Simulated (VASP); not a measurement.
# Cs (Pm-3m) in VASP: further runs

Runs on Cs. Level: PBEsol. Tasks: single point.

Everything below comes from runs of VASP 6.6.1. Logs are shortened: lines on timing, memory, paths and dates and some standing lists are left out, and cuts for length are marked.

**1. The cell of the first run**

Symmetry: Pm-3m, No. 221, cubic system. The conventional cell has a = 4.371 Å, b = 4.371 Å, c = 4.371 Å, α = 90.00°, β = 90.00°, γ = 90.00°. Cs (site symmetry m-3m) has 6 Cs at 4.37 Å within 5.7 Å.

**2. Single point, PBEsol (volume scaled by 0.7)**

INCAR

```
PREC = Accurate ; ENCUT = 520
EDIFF = 1E-6 ; ISMEAR = -1
SIGMA = 0.08 ; LREAL = F
LASPH = T ; NELM = 80
ALGO = Normal ; ISIF = 2
LWAVE = F ; LCHARG = F
GGA = PS ; NBANDS = 10
```

KPOINTS

```
regular mesh
0
Gamma
  8 8 8
```

POSCAR

```
Cs
1.0
    4.3707894271      0.0000000000      0.0000000000
    0.0000000000      4.3707894271      0.0000000000
    0.0000000000      0.0000000000      4.3707894271
Cs
1
Direct
    0.0000000000      0.0000000000      0.0000000000
```

Potentials or basis: VASP PAW PBE potentials, release 64 (Cs_sv).

Command:

```sh
$ cat potpaw_PBE.64/Cs_sv/POTCAR > POTCAR
$ mpirun -np 1 vasp_std > vasp.out
```

OUTCAR:

```text
PREC = Accurate
   ENCUT = 520
   EDIFF = 1E-6
   ISMEAR = -1
   LREAL = F
   LASPH = T
   NELM = 80
   ISIF = 2
   GGA = PS

 ion  position               nearest neighbor table
   1  0.000  0.000  0.000-

  LATTYP: Found a simple cubic cell.
 ALAT       =     4.3707894271

  Lattice vectors:

 A1 = (   4.3707894271,   0.0000000000,   0.0000000000)
 A2 = (   0.0000000000,   4.3707894271,   0.0000000000)
 A3 = (   0.0000000000,   0.0000000000,   4.3707894271)

Analysis of symmetry for initial positions (statically):
=====================================================================
 Subroutine PRICEL returns:
 Original cell was already a primitive cell.

 Routine SETGRP: Setting up the symmetry group for a
 simple cubic supercell.

 Subroutine GETGRP returns: Found 48 space group operations
[... 9 lines left out ...]

 Routine SETGRP: Setting up the symmetry group for a
 simple cubic supercell.

 Subroutine GETGRP returns: Found 48 space group operations
[... 11 lines left out ...]
                                     Primitive cell

  volume of cell :      83.4987

  direct lattice vectors                    reciprocal lattice vectors
     4.370789427  0.000000000  0.000000000     0.228791621  0.000000000  0.000000000
     0.000000000  4.370789427  0.000000000     0.000000000  0.228791621  0.000000000
     0.000000000  0.000000000  4.370789427     0.000000000  0.000000000  0.228791621

  length of vectors
     4.370789427  4.370789427  4.370789427     0.228791621  0.228791621  0.228791621

  position of ions in fractional coordinates (direct lattice)
     0.000000000  0.000000000  0.000000000

  ion indices of the primitive-cell ions
   primitive index   ion index
                 1           1

----------------------------------------------------------------------------------------

 KPOINTS: regular mesh

Automatic generation of k-mesh.
 Grid dimensions read from file:
 generate k-points for:    8    8    8

 Generating k-lattice:

  Cartesian coordinates                     Fractional coordinates (reciprocal lattice)
     0.028598953  0.000000000  0.000000000     0.125000000  0.000000000  0.000000000
     0.000000000  0.028598953  0.000000000     0.000000000  0.125000000  0.000000000
     0.000000000  0.000000000  0.028598953     0.000000000  0.000000000  0.125000000

  Length of vectors
     0.028598953  0.028598953  0.028598953

  Shift w.r.t. Gamma in fractional coordinates (k-lattice)
     0.000000000  0.000000000  0.000000000

 Subroutine IBZKPT returns following result:
 ===========================================

 Found     35 irreducible k-points:

 Following reciprocal coordinates:
            Coordinates               Weight
  0.000000  0.000000  0.000000      1.000000
  0.125000  0.000000  0.000000      6.000000
  0.250000  0.000000  0.000000      6.000000
  0.375000  0.000000  0.000000      6.000000
  0.500000  0.000000  0.000000      3.000000
  0.125000  0.125000  0.000000     12.000000
[... 16 lines left out ...]
  0.375000  0.375000  0.125000     24.000000
  0.500000  0.375000  0.125000     24.000000
 [... further k-points ...]
   k-points           NKPTS =     35   k-points in BZ     NKDIM =     35   number of bands    NBANDS=     10
   number of dos      NEDOS =    301   number of ions     NIONS =      1
   total plane-waves  NPLWV =  46656
   dimension x,y,z NGX =    36 NGY =   36 NGZ =   36
   dimension x,y,z NGXF=    72 NGYF=   72 NGZF=   72
   ions per type =               1
   NGX,Y,Z   is equivalent  to a cutoff of  13.69, 13.69, 13.69 a.u.
   NGXF,Y,Z  is equivalent  to a cutoff of  27.39, 27.39, 27.39 a.u.
 SYSTEM =  unknown system
   PREC   = accura    normal or accurate (medium, high low for compatibility)
   ISTART =      0    job   : 0-new  1-cont  2-samecut
   ICHARG =      2    charge: 1-file 2-atom 10-const
   ISPIN  =      1    spin polarized calculation?
   LNONCOLLINEAR =      F non collinear calculations
   LSORBIT =      F    spin-orbit coupling
   LASPH  =      T    aspherical Exc in radial PAW
   ENCUT  =  520.0 eV  38.22 Ry    6.18 a.u.   8.13  8.13  8.13*2*pi/ulx,y,z
   NELM   =     80;   NELMIN=  2; NELMDL= -5     # of ELM steps
   EDIFF  = 0.1E-05   stopping-criterion for ELM
   LREAL  =      F    real-space projection
   EDIFFG = 0.1E-04   stopping-criterion for IOM
   NSW    =      0    number of steps for IOM
   IBRION =     -1    ionic relax: 0-MD 1-quasi-New 2-CG
   NFREE  =      0    steps in history (QN), initial steepest desc. (CG)
   ISIF   =      2    stress and relaxation
   ISYM   =      2    0-nonsym 1-usesym 2-fastsym
   POTIM  = 0.5000    time-step for ionic-motion
   TEBEG  =    0.0;   TEEND  =   0.0 temperature during run
   PSTRESS=    0.0 pullay stress
   NELECT =       9.0000    total number of electrons
   NUPDOWN=      -1.0000    fix difference up-down
   EMIN   =  10.00;   EMAX   =-10.00  energy-range for DOS
   EFERMI =   0.00;   METHOD = LEGACY
   ISMEAR =    -1;   SIGMA  =   0.08  broadening in eV -4-tet -1-fermi 0-gaus
   EFERMI_NEDOS =   21; number of points for ismear=-14 and -15
   IALGO  =     38    algorithm
   IMIX   =      4    mixing-type and parameters
     AMIX     =   0.40;   BMIX     =  1.00
     AMIX_MAG =   1.60;   BMIX_MAG =  1.00
  volume/ion in A,a.u.               =      83.50       563.48
  Fermi-wavevector in a.u.,A,eV,Ry     =   0.779105  1.472294  8.258791  0.607004
  Thomas-Fermi vector in A             =   1.882139
   LORBIT       =      0    0 simple, 1 ext, 2 COOP (PROOUT), +10 PAW based schemes
   GGA     = PS    functional components
   LHFCALC =     F    Hartree Fock is set to
   AEXX    =    0.0000 exact exchange contribution
   IVDW    =     0    specifies the selected vdW correction
   LEPSILON=     F    determine dielectric tensor
   LRPA    =     F    only Hartree local field effects (RPA)
 non-spin polarized calculation
  energy-cutoff  :      520.00
  volume of cell :       83.50
 maximum number of plane-waves:      2301
 NGX is ok and might be reduce to    36
   NGX = 17   NGY = 17   NGZ = 17

 number of electron       9.0000001 magnetization

 Free energy of the ion-electron system (eV)
  ---------------------------------------------------
  ext. energy  EPLUGINS =         0.00000000
  ---------------------------------------------------
  free energy    TOTEN  =        -0.77705560 eV

  energy without entropy =       -0.73794125  energy(sigma->0) =       -0.75749842

 E-fermi :   1.2702     XC(G=0):  -6.3811

 val. band max:        1.2587005195   @ k =   0.5000   0.3750   0.0000
 cond. band min:       1.2822560922   @ k =   0.3750   0.2500   0.1250
 fundamental gap:      0.0235555727
 Fermi energy:         1.2702190262

 k-point     1 :       0.0000    0.0000    0.0000
  band No.  band energies     occupation
      1     -22.6496      2.00000
      2      -9.2022      2.00000
      3      -9.2022      2.00000
      4      -9.2022      2.00000
      5      -0.6653      2.00000
      6       2.4572      0.00000
      7       2.4572      0.00000
      8       6.7160      0.00000
      9       6.7160      0.00000
     10       6.7160      0.00000

 k-point     2 :       0.1250    0.0000    0.0000
  band No.  band energies     occupation
      1     -22.6443      2.00000
      2      -9.2896      2.00000
      3      -9.1946      2.00000
      4      -9.1946      2.00000
      5      -0.4755      2.00000
      6       2.5270      0.00000
      7       2.6010      0.00000
      8       6.0768      0.00000
      9       6.0768      0.00000
     10       6.7513      0.00000

 k-point     3 :       0.2500    0.0000    0.0000
  band No.  band energies     occupation
      1     -22.6314      2.00000
      2      -9.4899      2.00000
      3      -9.1764      2.00000
      4      -9.1764      2.00000
      5       0.0213      2.00000
      6       2.7132      0.00000
      7       2.7901      0.00000
      8       5.2869      0.00000
      9       5.2869      0.00000
     10       6.4369      0.00000

 k-point     4 :       0.3750    0.0000    0.0000
  band No.  band energies     occupation
      1     -22.6184      2.00000
      2      -9.6771      2.00000
      3      -9.1580      2.00000
      4      -9.1580      2.00000
      5       0.6782      1.99878
      6       2.4873      0.00000
      7       2.9333      0.00000
      8       4.7609      0.00000
      9       4.7609      0.00000
     10       6.9454      0.00000

 k-point     5 :       0.5000    0.0000    0.0000
  band No.  band energies     occupation
      1     -22.6130      2.00000
      2      -9.7512      2.00000
      3      -9.1504      2.00000
      4      -9.1504      2.00000
      5       1.1540      1.62083
      6       2.0551      0.00011
      7       3.0387      0.00000
      8       4.5786      0.00000
      9       4.5786      0.00000
     10       6.9759      0.00000

 k-point     6 :       0.1250    0.1250    0.0000
  band No.  band energies     occupation
      1     -22.6390      2.00000
      2      -9.2874      2.00000
      3      -9.2751      2.00000
      4      -9.1872      2.00000
      5      -0.2887      2.00000
      6       2.6246      0.00000
      7       2.7231      0.00000
      8       5.3892      0.00000
      9       5.9571      0.00000
     10       6.3779      0.00000
[... 183 lines left out ...]
 k-point    21 :       0.3750    0.2500    0.1250
  band No.  band energies     occupation
      1     -22.5956      2.00000
      2      -9.6261      2.00000
      3      -9.4204      2.00000
      4      -9.2132      2.00000
      5       1.2823      0.92491
      6       2.5142      0.00000
      7       3.5079      0.00000
      8       4.0324      0.00000
      9       5.0055      0.00000
     10       5.3146      0.00000

 k-point    22 :       0.5000    0.2500    0.1250
  band No.  band energies     occupation
      1     -22.5903      2.00000
      2      -9.6975      2.00000
      3      -9.4103      2.00000
      4      -9.2051      2.00000
      5       1.6286      0.02242
      6       2.1649      0.00003
      7       3.5781      0.00000
      8       3.8249      0.00000
      9       5.2998      0.00000
     10       5.4146      0.00000

 k-point    23 :       0.3750    0.3750    0.1250
  band No.  band energies     occupation
      1     -22.5830      2.00000
      2      -9.6024      2.00000
      3      -9.5920      2.00000
      4      -9.1942      2.00000
      5       1.3732      0.43244
      6       2.6078      0.00000
      7       3.6351      0.00000
      8       3.9924      0.00000
      9       5.2145      0.00000
     10       5.4004      0.00000

 k-point    24 :       0.5000    0.3750    0.1250
  band No.  band energies     occupation
      1     -22.5778      2.00000
      2      -9.6675      2.00000
      3      -9.5853      2.00000
      4      -9.1863      2.00000
      5       1.3475      0.55149
      6       2.7515      0.00000
      7       3.5609      0.00000
      8       3.9042      0.00000
      9       5.3905      0.00000
     10       5.6523      0.00000

 [... further k-points ...]
[... 5 lines left out ...]
  --------------------------------------------------------------------------------------
  -------------------------------------------------------------------------------------
  Total        0.4356639      0.4356639      0.4356639      0.0000000      0.0000000     -0.0000000
  in kB        8.3595428      8.3595428      8.3595428      0.0000000      0.0000000     -0.0000000
  external PRESSURE =       8.3595428 kB  Pullay stress =       0.0000000 kB

 VOLUME and BASIS-vectors are now :
 -----------------------------------------------------------------------------
  energy-cutoff  :      520.00
  volume of cell :       83.50
      direct lattice vectors                 reciprocal lattice vectors
     4.370789427  0.000000000  0.000000000     0.228791621  0.000000000  0.000000000
     0.000000000  4.370789427  0.000000000     0.000000000  0.228791621  0.000000000
     0.000000000  0.000000000  4.370789427     0.000000000  0.000000000  0.228791621

 POSITION                                       TOTAL-FORCE (eV/Angst)
 -----------------------------------------------------------------------------------
      0.00000      0.00000      0.00000         0.000000      0.000000      0.000000
 -----------------------------------------------------------------------------------
    total drift:                                0.000000      0.000000      0.000000

  FREE ENERGIE OF THE ION-ELECTRON SYSTEM (eV)
  ---------------------------------------------------
  free  energy   TOTEN  =        -0.7770556033 eV

  energy  without entropy=       -0.7379412464  energy(sigma->0) =       -0.75749842
```

Run time: 34 s. Hardware: 1 thread of Intel Xeon 6975P-C, shared host; peak memory 0.2 GiB.

Results:

```
Free energy : -0.7771 eV
Pressure    : 0.8 GPa
```

Caveat: the PAW data sets were made with another functional, which shifts forces and pressure a little; spin-orbit coupling is left out, which moves the levels of the heavy elements.

(Part 1 of 2 ends here.)
